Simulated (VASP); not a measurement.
# Pd (Pm-3m) in VASP: notebook

The runs below take Pd through single point, with revPBE.

All numbers are computed with VASP 6.6.1; they aren't measurements. Logs are shortened: lines on timing, memory, paths and dates and some standing lists are left out, and cuts for length are marked.

### Step 1. The cell of the first run

The structure is cubic, space group Pm-3m (No. 221). Conventional cell: a = 2.636 Å, b = 2.636 Å, c = 2.636 Å, α = 90.00°, β = 90.00°, γ = 90.00°. Within 3.5 Å of Pd (site symmetry m-3m) lie 6 Pd at 2.64 Å.

### Step 2. Single point, revPBE

INCAR

```
ALGO = Normal
EDIFF = 1E-6
ENCUT = 520
GGA = RE
ISIF = 2
ISMEAR = -1
LASPH = T
LCHARG = F
LREAL = F
LWAVE = F
NBANDS = 11
NELM = 100
PREC = Accurate
SIGMA = 0.1
```

KPOINTS

```
k-points
0
Gamma
  13 13 13
```

POSCAR

```
Pd
1.0
    2.6361510041      0.0000000000      0.0000000000
    0.0000000000      2.6361510041      0.0000000000
    0.0000000000      0.0000000000      2.6361510041
Pd
1
Direct
    0.0000000000      0.0000000000      0.0000000000
```

Potentials or basis: VASP PAW PBE potentials, release 64 (Pd).

Command:

```bash
> cat potpaw_PBE.64/Pd/POTCAR > POTCAR
> mpirun -np 1 vasp_std > vasp.out
```

OUTCAR:

```text
EDIFF = 1E-6
   ENCUT = 520
   GGA = RE
   ISIF = 2
   ISMEAR = -1
   LASPH = T
   LREAL = F
   NELM = 100
   PREC = Accurate

 ion  position               nearest neighbor table
   1  0.000  0.000  0.000-

  LATTYP: Found a simple cubic cell.
 ALAT       =     2.6361510041

  Lattice vectors:

 A1 = (   2.6361510041,   0.0000000000,   0.0000000000)
 A2 = (   0.0000000000,   2.6361510041,   0.0000000000)
 A3 = (   0.0000000000,   0.0000000000,   2.6361510041)

Analysis of symmetry for initial positions (statically):
=====================================================================
 Subroutine PRICEL returns:
 Original cell was already a primitive cell.

 Routine SETGRP: Setting up the symmetry group for a
 simple cubic supercell.

 Subroutine GETGRP returns: Found 48 space group operations
 (whereof 48 operations were pure point group operations)
 out of a pool of 48 trial point group operations.

The static configuration has the point symmetry O_h .

Analysis of symmetry for dynamics (positions and initial velocities):
=====================================================================
 Subroutine PRICEL returns:
 Original cell was already a primitive cell.

 Routine SETGRP: Setting up the symmetry group for a
 simple cubic supercell.

 Subroutine GETGRP returns: Found 48 space group operations
 (whereof 48 operations were pure point group operations)
 out of a pool of 48 trial point group operations.

The dynamic configuration has the point symmetry O_h .

 Subroutine INISYM returns: Found 48 space group operations
 (whereof 48 operations are pure point group operations),
 and found     1 'primitive' translations

----------------------------------------------------------------------------------------

                                     Primitive cell

  volume of cell :      18.3194

  direct lattice vectors                    reciprocal lattice vectors
     2.636151004  0.000000000  0.000000000     0.379340940  0.000000000  0.000000000
     0.000000000  2.636151004  0.000000000     0.000000000  0.379340940  0.000000000
     0.000000000  0.000000000  2.636151004     0.000000000  0.000000000  0.379340940

  length of vectors
     2.636151004  2.636151004  2.636151004     0.379340940  0.379340940  0.379340940

  position of ions in fractional coordinates (direct lattice)
     0.000000000  0.000000000  0.000000000

  ion indices of the primitive-cell ions
   primitive index   ion index
                 1           1

----------------------------------------------------------------------------------------

 KPOINTS: k-points

Automatic generation of k-mesh.
 Grid dimensions read from file:
 generate k-points for:   13   13   13

 Generating k-lattice:

  Cartesian coordinates                     Fractional coordinates (reciprocal lattice)
     0.029180072  0.000000000  0.000000000     0.076923077  0.000000000  0.000000000
     0.000000000  0.029180072  0.000000000     0.000000000  0.076923077  0.000000000
     0.000000000  0.000000000  0.029180072     0.000000000  0.000000000  0.076923077

  Length of vectors
     0.029180072  0.029180072  0.029180072

  Shift w.r.t. Gamma in fractional coordinates (k-lattice)
     0.000000000  0.000000000  0.000000000

 Subroutine IBZKPT returns following result:
 ===========================================

 Found     84 irreducible k-points:

 Following reciprocal coordinates:
            Coordinates               Weight
  0.000000  0.000000  0.000000      1.000000
  0.076923  0.000000  0.000000      6.000000
  0.153846  0.000000  0.000000      6.000000
  0.230769  0.000000  0.000000      6.000000
  0.307692  0.000000  0.000000      6.000000
  0.384615  0.000000  0.000000      6.000000
[... 16 lines left out ...]
  0.307692  0.307692  0.000000     12.000000
  0.384615  0.307692  0.000000     24.000000
 [... further k-points ...]
   k-points           NKPTS =     84   k-points in BZ     NKDIM =     84   number of bands    NBANDS=     11
   number of dos      NEDOS =    301   number of ions     NIONS =      1
   total plane-waves  NPLWV =   8000
   dimension x,y,z NGX =    20 NGY =   20 NGZ =   20
   dimension x,y,z NGXF=    40 NGYF=   40 NGZF=   40
   ions per type =               1
   NGX,Y,Z   is equivalent  to a cutoff of  12.61, 12.61, 12.61 a.u.
   NGXF,Y,Z  is equivalent  to a cutoff of  25.23, 25.23, 25.23 a.u.
 SYSTEM =  unknown system
   PREC   = accura    normal or accurate (medium, high low for compatibility)
   ISTART =      0    job   : 0-new  1-cont  2-samecut
   ICHARG =      2    charge: 1-file 2-atom 10-const
   ISPIN  =      1    spin polarized calculation?
   LNONCOLLINEAR =      F non collinear calculations
   LSORBIT =      F    spin-orbit coupling
   LASPH  =      T    aspherical Exc in radial PAW
   ENCUT  =  520.0 eV  38.22 Ry    6.18 a.u.   4.90  4.90  4.90*2*pi/ulx,y,z
   NELM   =    100;   NELMIN=  2; NELMDL= -5     # of ELM steps
   EDIFF  = 0.1E-05   stopping-criterion for ELM
   LREAL  =      F    real-space projection
   EDIFFG = 0.1E-04   stopping-criterion for IOM
   NSW    =      0    number of steps for IOM
   IBRION =     -1    ionic relax: 0-MD 1-quasi-New 2-CG
   NFREE  =      0    steps in history (QN), initial steepest desc. (CG)
   ISIF   =      2    stress and relaxation
   ISYM   =      2    0-nonsym 1-usesym 2-fastsym
   POTIM  = 0.5000    time-step for ionic-motion
   TEBEG  =    0.0;   TEEND  =   0.0 temperature during run
   PSTRESS=    0.0 pullay stress
   NELECT =      10.0000    total number of electrons
   NUPDOWN=      -1.0000    fix difference up-down
   EMIN   =  10.00;   EMAX   =-10.00  energy-range for DOS
   EFERMI =   0.00;   METHOD = LEGACY
   ISMEAR =    -1;   SIGMA  =   0.10  broadening in eV -4-tet -1-fermi 0-gaus
   EFERMI_NEDOS =   21; number of points for ismear=-14 and -15
   IALGO  =     38    algorithm
   IMIX   =      4    mixing-type and parameters
     AMIX     =   0.40;   BMIX     =  1.00
     AMIX_MAG =   1.60;   BMIX_MAG =  1.00
  volume/ion in A,a.u.               =      18.32       123.63
  Fermi-wavevector in a.u.,A,eV,Ry     =   1.337944  2.528347 24.355703  1.790094
  Thomas-Fermi vector in A             =   2.466453
   LORBIT       =      0    0 simple, 1 ext, 2 COOP (PROOUT), +10 PAW based schemes
   GGA     = RE    functional components
   LHFCALC =     F    Hartree Fock is set to
   AEXX    =    0.0000 exact exchange contribution
   IVDW    =     0    specifies the selected vdW correction
   LEPSILON=     F    determine dielectric tensor
   LRPA    =     F    only Hartree local field effects (RPA)
 non-spin polarized calculation
  energy-cutoff  :      520.00
  volume of cell :       18.32
 maximum number of plane-waves:       505
 NGX is ok and might be reduce to    20
   NGX =  9   NGY =  9   NGZ =  9

 number of electron      10.0000000 magnetization

 Free energy of the ion-electron system (eV)
  ---------------------------------------------------
  ext. energy  EPLUGINS =         0.00000000
  ---------------------------------------------------
  free energy    TOTEN  =        -4.29364672 eV

  energy without entropy =       -4.24852460  energy(sigma->0) =       -4.27108566

 E-fermi :   6.9145     XC(G=0): -11.6547

 val. band max:        6.8991339280   @ k =   0.3846   0.0769   0.0000
 cond. band min:       6.9152963152   @ k =   0.4615   0.0769   0.0000
 fundamental gap:      0.0161623872
 Fermi energy:         6.9144846305

 k-point     1 :       0.0000    0.0000    0.0000
  band No.  band energies     occupation
      1       1.1780      2.00000
      2       2.6025      2.00000
      3       2.6025      2.00000
      4       6.8665      1.23533
      5       6.8665      1.23533
      6       6.8665      1.23533
      7      23.1632      0.00000
      8      23.1632      0.00000
      9      23.1632      0.00000
     10      29.2704      0.00000
     11      29.2906      0.00000

 k-point     2 :       0.0769    0.0000    0.0000
  band No.  band energies     occupation
      1       1.3258      2.00000
      2       2.6267      2.00000
      3       2.7185      2.00000
      4       6.7715      1.61382
      5       6.7715      1.61382
      6       6.8742      1.19887
      7      21.9622      0.00000
      8      23.4069      0.00000
      9      23.4069      0.00000
     10      28.9402      0.00000
     11      29.3450      0.00000

 k-point     3 :       0.1538    0.0000    0.0000
  band No.  band energies     occupation
      1       1.7152      2.00000
      2       2.6946      2.00000
      3       3.0976      2.00000
      4       6.5174      1.96300
      5       6.5174      1.96300
      6       6.8954      1.09521
      7      19.7060      0.00000
      8      24.1001      0.00000
      9      24.1001      0.00000
     10      28.1195      0.00000
     11      29.2866      0.00000

 k-point     4 :       0.2308    0.0000    0.0000
  band No.  band energies     occupation
      1       2.1973      2.00000
      2       2.7921      2.00000
      3       3.8169      2.00000
      4       6.1796      1.99871
      5       6.1796      1.99871
      6       6.9254      0.94531
      7      17.3579      0.00000
      8      25.1471      0.00000
      9      25.1471      0.00000
     10      27.1250      0.00000
     11      29.1041      0.00000
[... 239 lines left out ...]
 k-point    22 :       0.4615    0.2308    0.0000
  band No.  band energies     occupation
      1       3.3189      2.00000
      2       3.6416      2.00000
      3       4.8661      2.00000
      4       5.5531      2.00000
      5       6.3838      1.99013
      6       9.3916      0.00000
      7      12.1888      0.00000
      8      22.3827      0.00000
      9      24.0337      0.00000
     10      27.6582      0.00000
     11      31.2807      0.00000

 k-point    23 :       0.3077    0.3077    0.0000
  band No.  band energies     occupation
      1       3.2032      2.00000
      2       3.5374      2.00000
      3       5.3382      2.00000
      4       5.9558      1.99986
      5       6.0503      1.99965
      6       7.2581      0.06237
      7      16.0137      0.00000
      8      18.8562      0.00000
      9      25.4173      0.00000
     10      29.0681      0.00000
     11      29.6422      0.00000

 k-point    24 :       0.3846    0.3077    0.0000
  band No.  band energies     occupation
      1       3.1995      2.00000
      2       3.4102      2.00000
      3       5.7500      1.99998
      4       5.7965      1.99997
      5       6.0537      1.99963
      6       8.5812      0.00000
      7      14.4101      0.00000
      8      19.3877      0.00000
      9      23.7636      0.00000
     10      28.7560      0.00000
     11      30.8603      0.00000

 [... further k-points ...]

------------------------ aborting loop because EDIFF is reached ----------------------------------------

  FORCE on cell =-STRESS in cart. coord.  units (eV):
  Direction    XX          YY          ZZ          XY          YZ          ZX
  --------------------------------------------------------------------------------------
  -------------------------------------------------------------------------------------
  Total       -0.0445148     -0.0445148     -0.0445148      0.0000000      0.0000000      0.0000000
  in kB       -3.8931755     -3.8931755     -3.8931755      0.0000000      0.0000000      0.0000000
  external PRESSURE =      -3.8931755 kB  Pullay stress =       0.0000000 kB

 VOLUME and BASIS-vectors are now :
 -----------------------------------------------------------------------------
  energy-cutoff  :      520.00
  volume of cell :       18.32
      direct lattice vectors                 reciprocal lattice vectors
     2.636151004  0.000000000  0.000000000     0.379340940  0.000000000  0.000000000
     0.000000000  2.636151004  0.000000000     0.000000000  0.379340940  0.000000000
     0.000000000  0.000000000  2.636151004     0.000000000  0.000000000  0.379340940

 POSITION                                       TOTAL-FORCE (eV/Angst)
 -----------------------------------------------------------------------------------
      0.00000      0.00000      0.00000         0.000000      0.000000      0.000000
 -----------------------------------------------------------------------------------
    total drift:                               -0.000000      0.000000      0.000000

  FREE ENERGIE OF THE ION-ELECTRON SYSTEM (eV)
  ---------------------------------------------------
  free  energy   TOTEN  =        -4.2936467163 eV

  energy  without entropy=       -4.2485245977  energy(sigma->0) =       -4.27108566
```

Run time: 6.5 s. Hardware: 1 thread of Intel Xeon Platinum 8488C (Sapphire Rapids), shared host; peak memory 0.13 GiB.

Results:

* Free energy: -4.2936 eV
* Pressure: -0.4 GPa
* Band gap on the k mesh: zero (band 5 reaches 7.90 eV, above the bottom of band 6 at 6.31 eV)

Levels at points of the mesh, in eV from the Fermi level:
```
           k point  band 1  band 2  band 3  band 4  band 5  band 6  band 7  band 8  band 9  band 10
(0.00, 0.00, 0.00)   -5.74   -4.31   -4.31   -0.05   -0.05   -0.05   16.25   16.25   16.25    22.36
```

Caveat: the PAW data sets were made with another functional, which shifts forces and pressure a little.

### Step 3. Single point, revPBE (volume scaled by 1.04)

INCAR

```
SYSTEM = Pd
ALGO = Normal
EDIFF = 1E-6
ENCUT = 520
GGA = RE
ISIF = 2
ISMEAR = -1
LASPH = .TRUE.
LCHARG = .FALSE.
LREAL = .FALSE.
LWAVE = .FALSE.
NBANDS = 11
NELM = 60
PREC = Accurate
SIGMA = 0.1
```

KPOINTS

```
k-points
0
G
  13 13 13
  0 0 0
```

POSCAR

```
Pd
1.0
    2.6708411797      0.0000000000      0.0000000000
    0.0000000000      2.6708411797      0.0000000000
    0.0000000000      0.0000000000      2.6708411797
Pd
1
Direct
    0.0000000000      0.0000000000      0.0000000000
```

Potentials or basis: VASP PAW PBE potentials, release 64 (Pd).

Command:

```bash
> cat potpaw_PBE.64/Pd/POTCAR > POTCAR
> mpirun -np 1 vasp_std > vasp.out
```

Run time: 6.8 s. Hardware: 1 thread of Intel Xeon Platinum 8488C (Sapphire Rapids), shared host; peak memory 0.13 GiB.

Results (log left out):

* Free energy: -4.2832 eV
* Pressure: -4.1 GPa
* Band gap on the k mesh: zero (band 5 reaches 7.31 eV, above the bottom of band 6 at 5.82 eV)

Levels at points of the mesh, in eV from the Fermi level:
```tsv
k point	band 1	band 2	band 3	band 4	band 5	band 6	band 7	band 8	band 9	band 10
(0.00, 0.00, 0.00)	-5.48	-4.07	-4.07	-0.06	-0.06	-0.06	15.96	15.96	15.96	21.86
```

Caveat: the PAW data sets were made with another functional, which shifts forces and pressure a little.

[end of part 1 of 2]
